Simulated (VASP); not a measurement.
# BP (F-43m) in VASP: notebook

The runs below take BP through single point, with PBEsol.

Program: VASP 6.6.1. These are calculated values, not measurements. Logs are shortened: lines on timing, memory, paths and dates and some standing lists are left out, and cuts for length are marked.

## Step 1: The cell of the first run

It takes space group F-43m (No. 216, cubic). Conventional cell: a = 4.478 Å, b = 4.478 Å, c = 4.478 Å, α = 90.00°, β = 90.00°, γ = 90.00°. Within 2.6 Å of P (site symmetry -43m) lie 4 B at 1.94 Å. B (site symmetry -43m) has 4 P at 1.94 Å within 2.6 Å.

## Step 2: Single point, PBEsol

The input, INCAR:

```
ALGO = Normal ; EDIFF = 1E-6
ENCUT = 520 ; GGA = PS
ISIF = 2 ; ISMEAR = -1
LASPH = True ; LCHARG = False
LREAL = False ; LWAVE = False
NBANDS = 11 ; NELM = 100
PREC = Accurate ; SIGMA = 0.05
```

The input, KPOINTS:

```
k-points
0
Gamma
  10 10 10
```

The input, POSCAR:

```
BP
1.0
    0.0000000000      2.2388600430      2.2388600430
    2.2388600430      0.0000000000      2.2388600430
    2.2388600430      2.2388600430      0.0000000000
P B
1 1
Direct
    0.7500000000      0.7500000000      0.7500000000
    0.0000000000      0.0000000000      0.0000000000
```

Potentials or basis: VASP PAW PBE potentials, release 64 (P, B).

Run with:

```
cat potpaw_PBE.64/P/POTCAR potpaw_PBE.64/B/POTCAR > POTCAR
mpirun -np 1 vasp_std > vasp.out
```

OUTCAR:

```text
EDIFF = 1E-6
   ENCUT = 520
   GGA = PS
   ISIF = 2
   ISMEAR = -1
   LASPH = True
   LREAL = False
   NELM = 100
   PREC = Accurate

 ion  position               nearest neighbor table
   1  0.750  0.750  0.750-   2 1.94   2 1.94   2 1.94   2 1.94
   2  0.000  0.000  0.000-   1 1.94   1 1.94   1 1.94   1 1.94

  LATTYP: Found a face centered cubic cell.
 ALAT       =     4.4777200860

  Lattice vectors:

 A1 = (   0.0000000000,   2.2388600430,   2.2388600430)
 A2 = (   2.2388600430,   0.0000000000,   2.2388600430)
 A3 = (   2.2388600430,   2.2388600430,   0.0000000000)

Analysis of symmetry for initial positions (statically):
=====================================================================
 Subroutine PRICEL returns:
 Original cell was already a primitive cell.

 Routine SETGRP: Setting up the symmetry group for a
 face centered cubic supercell.

 Subroutine GETGRP returns: Found 24 space group operations
 (whereof 24 operations were pure point group operations)
 out of a pool of 48 trial point group operations.

The static configuration has the point symmetry T_d .

Analysis of symmetry for dynamics (positions and initial velocities):
=====================================================================
 Subroutine PRICEL returns:
 Original cell was already a primitive cell.

 Routine SETGRP: Setting up the symmetry group for a
 face centered cubic supercell.

 Subroutine GETGRP returns: Found 24 space group operations
 (whereof 24 operations were pure point group operations)
 out of a pool of 48 trial point group operations.

The dynamic configuration has the point symmetry T_d .

 Subroutine INISYM returns: Found 24 space group operations
 (whereof 24 operations are pure point group operations),
 and found     1 'primitive' translations

----------------------------------------------------------------------------------------

                                     Primitive cell

  volume of cell :      22.4445

  direct lattice vectors                    reciprocal lattice vectors
     0.000000000  2.238860043  2.238860043    -0.223327939  0.223327939  0.223327939
     2.238860043  0.000000000  2.238860043     0.223327939 -0.223327939  0.223327939
     2.238860043  2.238860043  0.000000000     0.223327939  0.223327939 -0.223327939

  length of vectors
     3.166226237  3.166226237  3.166226237     0.386815338  0.386815338  0.386815338

[... 86 lines left out ...]
   ISIF   =      2    stress and relaxation
   ISYM   =      2    0-nonsym 1-usesym 2-fastsym
   POTIM  = 0.5000    time-step for ionic-motion
   TEBEG  =    0.0;   TEEND  =   0.0 temperature during run
   PSTRESS=    0.0 pullay stress
   NELECT =       8.0000    total number of electrons
   NUPDOWN=      -1.0000    fix difference up-down
   EMIN   =  10.00;   EMAX   =-10.00  energy-range for DOS
   EFERMI =   0.00;   METHOD = LEGACY
   ISMEAR =    -1;   SIGMA  =   0.05  broadening in eV -4-tet -1-fermi 0-gaus
   EFERMI_NEDOS =   21; number of points for ismear=-14 and -15
   IALGO  =     38    algorithm
   IMIX   =      4    mixing-type and parameters
     AMIX     =   0.40;   BMIX     =  1.00
     AMIX_MAG =   1.60;   BMIX_MAG =  1.00
  volume/ion in A,a.u.               =      11.22        75.73
  Fermi-wavevector in a.u.,A,eV,Ry     =   1.160739  2.193479 18.331331  1.347315
  Thomas-Fermi vector in A             =   2.297318
   LORBIT       =      0    0 simple, 1 ext, 2 COOP (PROOUT), +10 PAW based schemes
   GGA     = PS    functional components
   LHFCALC =     F    Hartree Fock is set to
   AEXX    =    0.0000 exact exchange contribution
   IVDW    =     0    specifies the selected vdW correction
   LEPSILON=     F    determine dielectric tensor
   LRPA    =     F    only Hartree local field effects (RPA)
 non-spin polarized calculation
  energy-cutoff  :      520.00
  volume of cell :       22.44
 maximum number of plane-waves:       620
   NGX = 11   NGY = 11   NGZ = 11

 number of electron       8.0000001 magnetization

 Free energy of the ion-electron system (eV)
  ---------------------------------------------------
  ext. energy  EPLUGINS =         0.00000000
  ---------------------------------------------------
  free energy    TOTEN  =       -13.66293914 eV

  energy without entropy =      -13.66293891  energy(sigma->0) =      -13.66293903

 E-fermi :   8.4057     XC(G=0): -11.2155

 val. band max:        7.8861853608   @ k =   0.0000   0.0000   0.0000
 cond. band min:       8.9646531590   @ k =   0.4000   0.4000   0.0000
 fundamental gap:      1.0784677982
 Fermi energy:         8.4056976478

 k-point     1 :       0.0000    0.0000    0.0000
  band No.  band energies     occupation
      1      -7.9744      2.00000
      2       7.8862      1.99994
      3       7.8862      1.99994
      4       7.8862      1.99994
      5      11.3055      0.00000
      6      11.3055      0.00000
      7      11.3055      0.00000
      8      15.8434      0.00000
      9      19.4105      0.00000
     10      20.1273      0.00000
     11      20.1273      0.00000
[... 309 lines left out ...]
 k-point    24 :       0.4000    0.3000    0.0000
  band No.  band energies     occupation
      1      -4.9174      2.00000
      2       1.6346      2.00000
      3       3.6464      2.00000
      4       4.2163      2.00000
      5       9.5681      0.00000
      6      11.3710      0.00000
      7      17.5988      0.00000
      8      17.6342      0.00000
      9      22.2922      0.00000
     10      23.3828      0.00000
     11      25.3966      0.00000

 [... further k-points ...]

------------------------ aborting loop because EDIFF is reached ----------------------------------------

  FORCE on cell =-STRESS in cart. coord.  units (eV):
  Direction    XX          YY          ZZ          XY          YZ          ZX
  --------------------------------------------------------------------------------------
  -------------------------------------------------------------------------------------
  Total        0.7229491      0.7229491      0.7229491     -0.0000000     -0.0000000     -0.0000000
  in kB       51.6068630     51.6068630     51.6068630     -0.0000000     -0.0000000     -0.0000000
  external PRESSURE =      51.6068630 kB  Pullay stress =       0.0000000 kB

 VOLUME and BASIS-vectors are now :
 -----------------------------------------------------------------------------
  energy-cutoff  :      520.00
  volume of cell :       22.44
      direct lattice vectors                 reciprocal lattice vectors
     0.000000000  2.238860043  2.238860043    -0.223327939  0.223327939  0.223327939
     2.238860043  0.000000000  2.238860043     0.223327939 -0.223327939  0.223327939
     2.238860043  2.238860043  0.000000000     0.223327939  0.223327939 -0.223327939

 POSITION                                       TOTAL-FORCE (eV/Angst)
 -----------------------------------------------------------------------------------
      3.35829      3.35829      3.35829         0.000000      0.000000      0.000000
      0.00000      0.00000      0.00000        -0.000000     -0.000000     -0.000000
 -----------------------------------------------------------------------------------
    total drift:                               -0.000000     -0.000000     -0.000000

  FREE ENERGIE OF THE ION-ELECTRON SYSTEM (eV)
  ---------------------------------------------------
  free  energy   TOTEN  =       -13.6629391401 eV

  energy  without entropy=      -13.6629389129  energy(sigma->0) =      -13.66293903
```

OSZICAR:

```text
N       E                     dE             d eps       ncg     rms          rms(c)
DAV:   1     0.837354752375E+01    0.83735E+01   -0.39878E+03  1034   0.655E+02
DAV:   2    -0.137772681980E+02   -0.22151E+02   -0.20796E+02  1348   0.112E+02
DAV:   3    -0.144559977064E+02   -0.67873E+00   -0.67601E+00  1296   0.163E+01
DAV:   4    -0.144586741682E+02   -0.26765E-02   -0.26762E-02  1167   0.118E+00
DAV:   5    -0.144586863000E+02   -0.12132E-04   -0.12132E-04  1277   0.811E-02    0.744E+00
DAV:   6    -0.137844791660E+02    0.67421E+00   -0.14050E+00  1169   0.515E+00    0.397E+00
DAV:   7    -0.136724574783E+02    0.11202E+00   -0.27865E-01  1277   0.259E+00    0.127E+00
DAV:   8    -0.136627426716E+02    0.97148E-02   -0.26910E-02  1208   0.935E-01    0.178E-01
DAV:   9    -0.136628791580E+02   -0.13649E-03   -0.69289E-04  1187   0.183E-01    0.111E-01
DAV:  10    -0.136629350159E+02   -0.55858E-04   -0.10486E-04  1154   0.625E-02    0.218E-02
DAV:  11    -0.136629388467E+02   -0.38308E-05   -0.60627E-06  1314   0.145E-02    0.279E-02
DAV:  12    -0.136629391401E+02   -0.29335E-06   -0.19695E-06   802   0.643E-03
   1 F= -.13662939E+02 E0= -.13662939E+02  d E =-.227167E-06
```

stdout:

```text
POSCAR found type information on POSCAR P B
 POSCAR found :  2 types and       2 ions
 scaLAPACK will be used
 -----------------------------------------------------------------------------
|                                                                             |
|                                                                             |
|     You enforced a specific xc type in the INCAR file but a different       |
|     I HOPE YOU KNOW WHAT YOU ARE DOING!                                     |
|                                                                             |
 -----------------------------------------------------------------------------

 LDA part: xc-table for (Slater+PW92), standard interpolation
 POSCAR, INCAR and KPOINTS ok, starting setup
 FFT: planning ... GRIDC
 FFT: planning ... GRID_SOFT
 FFT: planning ... GRID
 WAVECAR not read
 entering main loop
```

It took 8.5 s on 1 thread of Intel Xeon 8259CL, shared host; peak memory 0.13 GiB.

Results:

| Quantity | Value |
| --- | --- |
| Free energy | -13.6629 eV |
| Pressure | 5.2 GPa |
| Band gap on the k mesh | 1.08 eV (least direct gap 3.42 eV) |

Caveat: the cell stands under pressure; the PAW data sets were made with another functional, which shifts forces and pressure a little.

## Step 3: Single point, PBEsol

This run uses another cell than the first one, of 10.94 Å³/atom.

The input, INCAR:

```
PREC = Accurate
ENCUT = 520
EDIFF = 1E-7
ISMEAR = -1
SIGMA = 0.05
LREAL = F
LASPH = T
NELM = 60
ALGO = Normal
ISIF = 2
LWAVE = F
LCHARG = T
GGA = PS
LELF = T
LVHAR = T
NBANDS = 11
```

The input, KPOINTS:

```
regular mesh
0
Gamma
  10 10 10
```

The input, POSCAR:

```
BP
1.0
    0.0000000000      2.2200238799      2.2200238799
    2.2200238799      0.0000000000      2.2200238799
    2.2200238799      2.2200238799      0.0000000000
P B
1 1
Direct
    0.7500000000      0.7500000000      0.7500000000
    0.0000000000      0.0000000000      0.0000000000
```

Potentials or basis: VASP PAW PBE potentials, release 64 (P, B).

Run with:

```
cat potpaw_PBE.64/P/POTCAR potpaw_PBE.64/B/POTCAR > POTCAR
mpirun -np 1 vasp_std > vasp.out
```

OUTCAR:

```text
PREC = Accurate
   ENCUT = 520
   EDIFF = 1E-7
   ISMEAR = -1
   LREAL = F
   LASPH = T
   NELM = 60
   ISIF = 2
   GGA = PS

 ion  position               nearest neighbor table
   1  0.750  0.750  0.750-   2 1.92   2 1.92   2 1.92   2 1.92
   2  0.000  0.000  0.000-   1 1.92   1 1.92   1 1.92   1 1.92

  LATTYP: Found a face centered cubic cell.
 ALAT       =     4.4400477598

  Lattice vectors:

 A1 = (   0.0000000000,   2.2200238799,   2.2200238799)
 A2 = (   2.2200238799,   0.0000000000,   2.2200238799)
 A3 = (   2.2200238799,   2.2200238799,   0.0000000000)

Analysis of symmetry for initial positions (statically):
=====================================================================
 Subroutine PRICEL returns:
 Original cell was already a primitive cell.

 Routine SETGRP: Setting up the symmetry group for a
 face centered cubic supercell.

 Subroutine GETGRP returns: Found 24 space group operations
 (whereof 24 operations were pure point group operations)
 out of a pool of 48 trial point group operations.

The static configuration has the point symmetry T_d .

[... 167 lines left out ...]
  band No.  band energies     occupation
      1      -7.8975      2.00000
      2       8.1963      1.99991
      3       8.1963      1.99991
      4       8.1963      1.99991
      5      11.6590      0.00000
      6      11.6590      0.00000
      7      11.6590      0.00000
      8      16.5488      0.00000
      9      19.9074      0.00000
     10      20.5156      0.00000
     11      20.5156      0.00000
[... 309 lines left out ...]
 k-point    24 :       0.4000    0.3000    0.0000
  band No.  band energies     occupation
      1      -4.7728      2.00000
      2       1.8901      2.00000
      3       3.8610      2.00000
      4       4.4466      2.00000
      5       9.8593      0.00000
      6      11.6727      0.00000
      7      18.0739      0.00000
      8      18.1385      0.00000
      9      22.9079      0.00000
     10      23.8465      0.00000
     11      26.0978      0.00000

 [... further k-points ...]

------------------------ aborting loop because EDIFF is reached ----------------------------------------

  FORCE on cell =-STRESS in cart. coord.  units (eV):
  Direction    XX          YY          ZZ          XY          YZ          ZX
  --------------------------------------------------------------------------------------
  -------------------------------------------------------------------------------------
  Total        1.3878569      1.3878569      1.3878569      0.0000000     -0.0000000     -0.0000000
  in kB      101.6137134    101.6137134    101.6137134      0.0000000     -0.0000000     -0.0000000
  external PRESSURE =     101.6137134 kB  Pullay stress =       0.0000000 kB

 VOLUME and BASIS-vectors are now :
 -----------------------------------------------------------------------------
  energy-cutoff  :      520.00
  volume of cell :       21.88
      direct lattice vectors                 reciprocal lattice vectors
     0.000000000  2.220023880  2.220023880    -0.225222803  0.225222803  0.225222803
     2.220023880  0.000000000  2.220023880     0.225222803 -0.225222803  0.225222803
     2.220023880  2.220023880  0.000000000     0.225222803  0.225222803 -0.225222803

 POSITION                                       TOTAL-FORCE (eV/Angst)
 -----------------------------------------------------------------------------------
      3.33004      3.33004      3.33004        -0.000000      0.000000     -0.000000
      0.00000      0.00000      0.00000         0.000000     -0.000000      0.000000
 -----------------------------------------------------------------------------------
    total drift:                               -0.000000     -0.000000     -0.000000

  FREE ENERGIE OF THE ION-ELECTRON SYSTEM (eV)
  ---------------------------------------------------
  free  energy   TOTEN  =       -13.6359746072 eV

  energy  without entropy=      -13.6359742913  energy(sigma->0) =      -13.63597445
```

OSZICAR:

```text
N       E                     dE             d eps       ncg     rms          rms(c)
DAV:   1     0.979235551643E+01    0.97924E+01   -0.40245E+03  1034   0.662E+02
DAV:   2    -0.138867386486E+02   -0.23679E+02   -0.22729E+02  1409   0.115E+02
DAV:   3    -0.144880651317E+02   -0.60133E+00   -0.59976E+00  1317   0.157E+01
DAV:   4    -0.144900452790E+02   -0.19801E-02   -0.19800E-02  1161   0.110E+00
DAV:   5    -0.144900544576E+02   -0.91786E-05   -0.91785E-05  1295   0.725E-02    0.772E+00
DAV:   6    -0.137665830732E+02    0.72347E+00   -0.14768E+00  1184   0.536E+00    0.412E+00
DAV:   7    -0.136456870065E+02    0.12090E+00   -0.30789E-01  1283   0.273E+00    0.130E+00
DAV:   8    -0.136357817642E+02    0.99052E-02   -0.27992E-02  1231   0.965E-01    0.185E-01
DAV:   9    -0.136359170971E+02   -0.13533E-03   -0.69337E-04  1193   0.185E-01    0.117E-01
DAV:  10    -0.136359705755E+02   -0.53478E-04   -0.10244E-04  1166   0.618E-02    0.221E-02
DAV:  11    -0.136359743616E+02   -0.37861E-05   -0.65766E-06  1300   0.149E-02    0.293E-02
DAV:  12    -0.136359746386E+02   -0.27696E-06   -0.19890E-06  1186   0.643E-03    0.126E-02
DAV:  13    -0.136359746072E+02    0.31386E-07   -0.48103E-08   718   0.156E-03
   1 F= -.13635975E+02 E0= -.13635974E+02  d E =-.315936E-06
```

It took 9.8 s on 1 thread of Intel Xeon 8259CL, shared host; peak memory 0.14 GiB.

Results:

* Free energy: -13.6360 eV
* Pressure: 10.2 GPa
* Band gap on the k mesh: 1.04 eV (least direct gap 3.46 eV)

Levels at points of the mesh, in eV from the valence-band top:
| k point | band 1 | band 2 | band 3 | band 4 | band 5 | band 6 | band 7 | band 8 | band 9 |
| --- | --- | --- | --- | --- | --- | --- | --- | --- | --- |
| (0.00, 0.00, 0.00) | -16.09 | 0.00 | 0.00 | 0.00 | 3.46 | 3.46 | 3.46 | 8.35 | 11.71 |
| (0.50, 0.00, 0.00) | -12.49 | -9.58 | -1.84 | -1.84 | 4.13 | 4.69 | 4.69 | 10.15 | 15.03 |
| (0.50, 0.50, 0.00) | -10.87 | -8.94 | -4.38 | -4.38 | 1.10 | 1.46 | 12.72 | 12.72 | 15.94 |

Caveat: the cell stands under pressure; the PAW data sets were made with another functional, which shifts forces and pressure a little.

## Step 4: Single point, PBEsol

This run uses another cell than the first one, of 11.54 Å³/atom.

The input, INCAR:

```
PREC = Accurate ; ENCUT = 520
EDIFF = 1E-6 ; ISMEAR = -1
SIGMA = 0.05 ; LREAL = F
LASPH = T ; NELM = 100
ALGO = Normal ; ISIF = 2
LWAVE = F ; LCHARG = T
GGA = PS ; LELF = T
LVHAR = T ; NBANDS = 11
```

KPOINTS is that of step 3.

The input, POSCAR:

```
BP
1.0
    0.0000000000      2.2597393860      2.2597393860
    2.2597393860      0.0000000000      2.2597393860
    2.2597393860      2.2597393860      0.0000000000
P B
1 1
Direct
    0.7500000000      0.7500000000      0.7500000000
    0.0000000000      0.0000000000      0.0000000000
```

Run with:

```
cat potpaw_PBE.64/P/POTCAR potpaw_PBE.64/B/POTCAR > POTCAR
mpirun -np 1 vasp_std > vasp.out
```

It took 7.2 s on 1 thread of Intel Xeon 8259CL, shared host; peak memory 0.13 GiB.

Results (log left out):

```yaml
Free_energy: -13.6736 eV
Pressure: 0.2 GPa
Band_gap_on_the_k_mesh: 1.11 eV (least direct gap 3.38 eV)
```

Levels at points of the mesh, in eV from the valence-band top:
| k point | band 1 | band 2 | band 3 | band 4 | band 5 | band 6 | band 7 | band 8 | band 9 |
| --- | --- | --- | --- | --- | --- | --- | --- | --- | --- |
| (0.00, 0.00, 0.00) | -15.61 | 0.00 | 0.00 | 0.00 | 3.38 | 3.38 | 3.38 | 7.53 | 11.33 |
| (0.50, 0.00, 0.00) | -12.21 | -9.19 | -1.78 | -1.78 | 3.81 | 4.66 | 4.66 | 9.97 | 14.67 |
| (0.50, 0.50, 0.00) | -10.67 | -8.66 | -4.19 | -4.19 | 1.20 | 1.51 | 12.21 | 12.21 | 15.28 |

Caveat: the PAW data sets were made with another functional, which shifts forces and pressure a little.

## Step 5: Overview

```tsv
cell	gap on the mesh (eV)	pressure (GPa)
a = 3.166 Å, angles 60.0°, 2 atoms	1.08	5.2
a = 3.140 Å, angles 60.0°, 2 atoms	1.04	10.2
a = 3.196 Å, angles 60.0°, 2 atoms	1.11	0.2
```

Alike in all rows: task single point; level PBEsol; potentials or basis VASP PAW PBE potentials, release 64 (P, B); no spin polarisation; k mesh 10 × 10 × 10; cutoff (eV) 520; smearing fermi-dirac 0.05 eV.

Caveats: the PAW data sets were made with another functional, which shifts forces and pressure a little; the cell stands under pressure (at least some runs).

Absolute energies hang on the potentials; compare differences alone.
